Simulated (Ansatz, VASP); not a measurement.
## Si in VASP and in Ansatz

```xyz
1
Lattice="2.5419 0.0000 0.0000 -1.2710 2.2014 0.0000 0.0000 0.0000 2.4664" Properties=species:S:1:pos:R:3 pbc="T T T"
Si    0.0000    0.0000    0.0000
```

Change from the starting cell: strain -0.030 along x and y, +0.000 along z, atoms carried along.

Alike in both runs: task single point; functional LDA; k mesh 24 × 24 × 20; occupations gaussian, width 0.15 eV; no spin polarisation.

|  | VASP | Ansatz |
| --- | --- | --- |
| version | VASP 6.6.1 | Ansatz 0.2.0 |
| potentials or method | VASP PAW LDA potentials, release 64 (Si), cutoff 520 eV | scalar-relativistic, plane waves, PAW |
| valence electrons in the cell | 4 | 4 |

VASP gave:

```
gap on the k mesh at the Fermi level (eV)                     : none
pressure (GPa)                                                : 6.9
traceless stress, the component that is largest in VASP (GPa) : -6.13
```

**Question.** Estimate Ansatz's values.

**Answer.** gap on the k mesh at the Fermi level (eV): none; pressure (GPa): 6.8; traceless stress, the component that is largest in VASP (GPa): -6.14.

LDA's correlation is that of Perdew and Zunger in VASP and of Perdew and Wang (1992) in Ansatz. A gap of «none» marks a metal or a gap that the smearing closes.
